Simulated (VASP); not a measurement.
# AgI (I-4m2) in VASP: notebook

Aim: see how the results for AgI move with the level of theory and the settings. Levels: PBE, r2SCAN. Tasks: single point.

All numbers are computed with VASP 6.6.1; they aren't measurements. Logs are shortened: lines on timing, memory, paths and dates and some standing lists are left out, and cuts for length are marked.

## 1. The cell of the first run

The typed cell holds 2 atoms: a = 4.780 Å, b = 4.780 Å, c = 4.780 Å, α = 120.04°, β = 120.04°, γ = 89.93°.

## 2. Single point, PBE (volume changed by +6%)

Input file INCAR:

```
SYSTEM = AgI
PREC = Accurate ; ENCUT = 500
EDIFF = 1E-6 ; ISMEAR = 0
SIGMA = 0.01 ; LREAL = .FALSE.
LASPH = .TRUE. ; NELM = 120
ALGO = Normal ; ISIF = 2
LWAVE = .FALSE. ; LCHARG = .FALSE.
GGA = PE ; NBANDS = 16
GGA_COMPAT = .FALSE.
```

Input file KPOINTS:

```
Automatic mesh
0
G
  6 6 6
  0 0 0
```

Input file POSCAR:

```
AgI
1.0
   -2.3883862339      2.3883862339      3.3819864042
    2.3883862339     -2.3883862339      3.3819864042
    2.3883862339      2.3883862339     -3.3819864042
Ag I
1 1
Direct
    0.2500000000      0.7500000000      0.5000000000
    0.0000000000      0.0000000000      0.0000000000
```

Potentials or basis: VASP PAW PBE potentials, release 64 (Ag, I).

Started as:

```
$ cat potpaw_PBE.64/Ag/POTCAR potpaw_PBE.64/I/POTCAR > POTCAR
$ mpirun -np 1 vasp_std > vasp.out
```

OUTCAR:

```text
SYSTEM = AgI
   PREC = Accurate
   ENCUT = 500
   EDIFF = 1E-6
   ISMEAR = 0
   LREAL = .FALSE.
   LASPH = .TRUE.
   NELM = 120
   ISIF = 2
   GGA = PE

 ion  position               nearest neighbor table
   1  0.250  0.750  0.500-   2 2.93   2 2.93   2 2.93   2 2.93
   2  0.000  0.000  0.000-   1 2.93   1 2.93   1 2.93   1 2.93

  LATTYP: Found a body centered tetragonal cell.
 ALAT       =     4.7767724678
 C/A-ratio  =     1.4160131876

  Lattice vectors:

 A1 = (  -2.3883862339,   2.3883862339,   3.3819864042)
 A2 = (   2.3883862339,  -2.3883862339,   3.3819864042)
 A3 = (   2.3883862339,   2.3883862339,  -3.3819864042)

Analysis of symmetry for initial positions (statically):
=====================================================================
 Subroutine PRICEL returns:
 Original cell was already a primitive cell.

 Routine SETGRP: Setting up the symmetry group for a
 body centered tetragonal supercell.

 Subroutine GETGRP returns: Found  8 space group operations
 (whereof  8 operations were pure point group operations)
 out of a pool of 16 trial point group operations.

The static configuration has the point symmetry D_2d.

Analysis of symmetry for dynamics (positions and initial velocities):
=====================================================================
 Subroutine PRICEL returns:
 Original cell was already a primitive cell.

 Routine SETGRP: Setting up the symmetry group for a
 body centered tetragonal supercell.

 Subroutine GETGRP returns: Found  8 space group operations
 (whereof  8 operations were pure point group operations)
 out of a pool of 16 trial point group operations.

The dynamic configuration has the point symmetry D_2d.

 Subroutine INISYM returns: Found  8 space group operations
 (whereof  8 operations are pure point group operations),
 and found     1 'primitive' translations

----------------------------------------------------------------------------------------

                                     Primitive cell

  volume of cell :      77.1687

  direct lattice vectors                    reciprocal lattice vectors
    -2.388386234  2.388386234  3.381986404     0.000000000  0.209346375  0.147842108
     2.388386234 -2.388386234  3.381986404     0.209346375  0.000000000  0.147842108
     2.388386234  2.388386234 -3.381986404     0.209346375  0.209346375  0.000000000

  length of vectors
     4.779812720  4.779812720  4.779812720     0.256287326  0.256287326  0.296060483

  position of ions in fractional coordinates (direct lattice)
     0.250000000  0.750000000  0.500000000
     0.000000000  0.000000000  0.000000000

  ion indices of the primitive-cell ions
   primitive index   ion index
                 1           1
                 2           2

----------------------------------------------------------------------------------------

 KPOINTS: Automatic mesh

Automatic generation of k-mesh.
 Grid dimensions read from file:
 generate k-points for:    6    6    6

 Generating k-lattice:

  Cartesian coordinates                     Fractional coordinates (reciprocal lattice)
     0.000000000  0.034891062  0.024640351     0.166666667  0.000000000  0.000000000
     0.034891062  0.000000000  0.024640351     0.000000000  0.166666667  0.000000000
     0.034891062  0.034891062  0.000000000     0.000000000  0.000000000  0.166666667

  Length of vectors
     0.042714554  0.042714554  0.049343414

  Shift w.r.t. Gamma in fractional coordinates (k-lattice)
     0.000000000  0.000000000  0.000000000

 Subroutine IBZKPT returns following result:
 ===========================================

 Found     30 irreducible k-points:

 Following reciprocal coordinates:
            Coordinates               Weight
  0.000000  0.000000  0.000000      1.000000
  0.166667 -0.000000  0.000000      8.000000
  0.333333 -0.000000  0.000000      8.000000
  0.500000  0.000000  0.000000      4.000000
  0.166667  0.166667 -0.000000      8.000000
  0.333333  0.166667 -0.000000     16.000000
[... 16 lines left out ...]
 -0.333333 -0.333333  0.166667      8.000000
 -0.166667 -0.333333  0.166667      8.000000
 [... further k-points ...]
   k-points           NKPTS =     30   k-points in BZ     NKDIM =     30   number of bands    NBANDS=     16
   number of dos      NEDOS =    301   number of ions     NIONS =      2
   total plane-waves  NPLWV =  46656
   dimension x,y,z NGX =    36 NGY =   36 NGZ =   36
   dimension x,y,z NGXF=    72 NGYF=   72 NGZF=   72
   ions per type =               1   1
   NGX,Y,Z   is equivalent  to a cutoff of  12.52, 12.52, 12.52 a.u.
   NGXF,Y,Z  is equivalent  to a cutoff of  25.04, 25.04, 25.04 a.u.
 SYSTEM =  AgI
   PREC   = accura    normal or accurate (medium, high low for compatibility)
   ISTART =      0    job   : 0-new  1-cont  2-samecut
   ICHARG =      2    charge: 1-file 2-atom 10-const
   ISPIN  =      1    spin polarized calculation?
   LNONCOLLINEAR =      F non collinear calculations
   LSORBIT =      F    spin-orbit coupling
   LASPH  =      T    aspherical Exc in radial PAW
   ENCUT  =  500.0 eV  36.75 Ry    6.06 a.u.   8.71  8.71  8.71*2*pi/ulx,y,z
   NELM   =    120;   NELMIN=  2; NELMDL= -5     # of ELM steps
   EDIFF  = 0.1E-05   stopping-criterion for ELM
   LREAL  =      F    real-space projection
   EDIFFG = 0.1E-04   stopping-criterion for IOM
   NSW    =      0    number of steps for IOM
   IBRION =     -1    ionic relax: 0-MD 1-quasi-New 2-CG
   NFREE  =      0    steps in history (QN), initial steepest desc. (CG)
   ISIF   =      2    stress and relaxation
   ISYM   =      2    0-nonsym 1-usesym 2-fastsym
   POTIM  = 0.5000    time-step for ionic-motion
   TEBEG  =    0.0;   TEEND  =   0.0 temperature during run
   PSTRESS=    0.0 pullay stress
   NELECT =      18.0000    total number of electrons
   NUPDOWN=      -1.0000    fix difference up-down
   EMIN   =  10.00;   EMAX   =-10.00  energy-range for DOS
   EFERMI =   0.00;   METHOD = LEGACY
   ISMEAR =     0;   SIGMA  =   0.01  broadening in eV -4-tet -1-fermi 0-gaus
   EFERMI_NEDOS =   21; number of points for ismear=-14 and -15
   IALGO  =     38    algorithm
   IMIX   =      4    mixing-type and parameters
     AMIX     =   0.40;   BMIX     =  1.00
     AMIX_MAG =   1.60;   BMIX_MAG =  1.00
  volume/ion in A,a.u.               =      38.58       260.38
  Fermi-wavevector in a.u.,A,eV,Ry     =   1.007748  1.904368 13.817483  1.015556
  Thomas-Fermi vector in A             =   2.140572
   LORBIT       =      0    0 simple, 1 ext, 2 COOP (PROOUT), +10 PAW based schemes
   GGA     = PE    functional components
   LHFCALC =     F    Hartree Fock is set to
   AEXX    =    0.0000 exact exchange contribution
   IVDW    =     0    specifies the selected vdW correction
   LEPSILON=     F    determine dielectric tensor
   LRPA    =     F    only Hartree local field effects (RPA)
 non-spin polarized calculation
 Gauss-broadening in eV      SIGMA  =   0.01
  energy-cutoff  :      500.00
  volume of cell :       77.17
 maximum number of plane-waves:      1980
   NGX = 17   NGY = 17   NGZ = 17

 number of electron      17.9999995 magnetization

 Free energy of the ion-electron system (eV)
  ---------------------------------------------------
  ext. energy  EPLUGINS =         0.00000000
  ---------------------------------------------------
  free energy    TOTEN  =        -4.77173082 eV

  energy without entropy =       -4.77173082  energy(sigma->0) =       -4.77173082

 E-fermi :   1.9856     XC(G=0):  -7.8885

 val. band max:        1.8805540500   @ k =   0.0000   0.0000   0.0000
 cond. band min:       3.2312255908   @ k =   0.0000   0.0000   0.0000
 fundamental gap:      1.3506715408
 Fermi energy:         1.9855742459

 k-point     1 :       0.0000    0.0000    0.0000
  band No.  band energies     occupation
      1     -10.3129      2.00000
      2      -1.6805      2.00000
      3      -1.6799      2.00000
      4      -1.6799      2.00000
      5      -0.7326      2.00000
      6      -0.7319      2.00000
[... 8 lines left out ...]
     15      11.7960      0.00000
     16      11.8097      0.00000

 k-point     2 :       0.1667   -0.0000    0.0000
  band No.  band energies     occupation
      1     -10.2634      2.00000
      2      -1.6956      2.00000
      3      -1.6421      2.00000
      4      -1.6415      2.00000
      5      -0.7357      2.00000
      6      -0.7351      2.00000
[... 8 lines left out ...]
     15      11.1706      0.00000
     16      11.4953      0.00000

 k-point     3 :       0.3333   -0.0000    0.0000
  band No.  band energies     occupation
      1     -10.1610      2.00000
      2      -1.6476      2.00000
      3      -1.5688      2.00000
      4      -1.5676      2.00000
      5      -0.7257      2.00000
      6      -0.7255      2.00000
[... 8 lines left out ...]
     15      11.4514      0.00000
     16      11.4514      0.00000

 k-point     4 :       0.5000    0.0000    0.0000
  band No.  band energies     occupation
      1     -10.1081      2.00000
      2      -1.5351      2.00000
      3      -1.5335      2.00000
      4      -1.5229      2.00000
      5      -0.7096      2.00000
      6      -0.7094      2.00000
[... 8 lines left out ...]
     15      12.5689      0.00000
     16      12.5750      0.00000
[... 324 lines left out ...]
 k-point    22 :      -0.1667    0.5000    0.1667
  band No.  band energies     occupation
      1     -10.0919      2.00000
      2      -1.6102      2.00000
      3      -1.4757      2.00000
      4      -1.4291      2.00000
      5      -0.7162      2.00000
      6      -0.7047      2.00000
[... 8 lines left out ...]
     15      12.5474      0.00000
     16      12.6249      0.00000

 k-point    23 :      -0.3333   -0.3333    0.1667
  band No.  band energies     occupation
      1     -10.0930      2.00000
      2      -1.6871      2.00000
      3      -1.4711      2.00000
      4      -1.3876      2.00000
      5      -0.7363      2.00000
      6      -0.7035      2.00000
[... 8 lines left out ...]
     15      12.6964      0.00000
     16      13.2089      0.00000

 k-point    24 :      -0.1667   -0.3333    0.1667
  band No.  band energies     occupation
      1     -10.1621      2.00000
      2      -1.7426      2.00000
      3      -1.5226      2.00000
      4      -1.5190      2.00000
      5      -0.7607      2.00000
      6      -0.7026      2.00000
[... 8 lines left out ...]
     15      12.0928      0.00000
     16      12.6171      0.00000

 [... further k-points ...]
[... 5 lines left out ...]
  --------------------------------------------------------------------------------------
  -------------------------------------------------------------------------------------
  Total       -0.6356267     -0.6356267     -0.6406940      0.0000000      0.0000000      0.0000000
  in kB      -13.1968935    -13.1968935    -13.3021014      0.0000000      0.0000000      0.0000000
  external PRESSURE =     -13.2319628 kB  Pullay stress =       0.0000000 kB

 VOLUME and BASIS-vectors are now :
 -----------------------------------------------------------------------------
  energy-cutoff  :      500.00
  volume of cell :       77.17
      direct lattice vectors                 reciprocal lattice vectors
    -2.388386234  2.388386234  3.381986404     0.000000000  0.209346375  0.147842108
     2.388386234 -2.388386234  3.381986404     0.209346375  0.000000000  0.147842108
     2.388386234  2.388386234 -3.381986404     0.209346375  0.209346375  0.000000000

 POSITION                                       TOTAL-FORCE (eV/Angst)
 -----------------------------------------------------------------------------------
      2.38839      0.00000      1.69099         0.000000     -0.000000     -0.000000
      0.00000      0.00000      0.00000        -0.000000      0.000000      0.000000
 -----------------------------------------------------------------------------------
    total drift:                               -0.000000      0.000000      0.000000

  FREE ENERGIE OF THE ION-ELECTRON SYSTEM (eV)
  ---------------------------------------------------
  free  energy   TOTEN  =        -4.7717308167 eV

  energy  without entropy=       -4.7717308167  energy(sigma->0) =       -4.77173082
```

Wall time 14 s (1 thread of Intel Xeon 6975P-C (Granite Rapids), shared host); peak memory 0.22 GiB.

Results:

```
Free energy            : -4.7717 eV
Pressure               : -1.3 GPa
Band gap on the k mesh : 1.35 eV, direct
```

Caveat: spin-orbit coupling is left out, which moves the levels of the heavy elements.

## 3. Single point, r2SCAN (volume changed by -6%)

Input file POSCAR:

```
AgI
1.0
   -2.2768764259      2.2768764259      3.2235750499
    2.2768764259     -2.2768764259      3.2235750499
    2.2768764259      2.2768764259     -3.2235750499
Ag I
1 1
Direct
    0.2500000000      0.7500000000      0.5000000000
    0.0000000000      0.0000000000      0.0000000000
```

Input file INCAR.step1:

```
PREC = Accurate
ENCUT = 550
ISMEAR = 0
SIGMA = 0.01
LREAL = False
LASPH = True
NELM = 120
NBANDS = 16
GGA = PE
ALGO = Normal
EDIFF = 1E-5
LWAVE = True
LCHARG = False
GGA_COMPAT = False
```

Input file INCAR.step2:

```
PREC = Accurate
ENCUT = 550
EDIFF = 1E-6
ISMEAR = 0
SIGMA = 0.01
LREAL = False
LASPH = True
NELM = 120
ALGO = Normal
ISIF = 2
LWAVE = False
LCHARG = False
METAGGA = R2SCAN
LMIXTAU = True
NBANDS = 16
ISTART = 1
GGA_COMPAT = False
```

Input file KPOINTS:

```
Automatic mesh
0
Gamma
  6 6 6
```

Potentials or basis: VASP PAW PBE potentials, release 64 (Ag, I).

Started as:

```
$ cat potpaw_PBE.64/Ag/POTCAR potpaw_PBE.64/I/POTCAR > POTCAR
$ cp INCAR.step1 INCAR
$ mpirun -np 1 vasp_std > vasp.out
$ cp INCAR.step2 INCAR
$ mpirun -np 1 vasp_std > vasp.out
```

Wall time 55 s (1 thread of Intel Xeon 6975P-C (Granite Rapids), shared host); peak memory 0.23 GiB.

The run converged. Its results:

- Free energy: -46.5007 eV
- Pressure: 2.0 GPa
- Band gap on the k mesh: 1.79 eV, direct

Levels at points of the mesh, in eV from the valence-band top:
```tsv
k point	band 7	band 8	band 9	band 10	band 11	band 12
(0.00, 0.00, 0.00)	0.00	0.00	0.00	1.79	6.18	6.19
(0.50, 0.00, 0.00)	-3.06	-0.77	-0.77	3.19	6.62	6.62
(0.50, 0.50, 0.00)	-2.69	-1.91	-1.91	3.81	4.18	9.09
(0.50, 0.50, 0.50)	-2.70	-1.91	-1.91	3.82	4.19	9.08
```

Caveat: the PAW data sets were made with another functional, which shifts forces and pressure a little; spin-orbit coupling is left out, which moves the levels of the heavy elements.
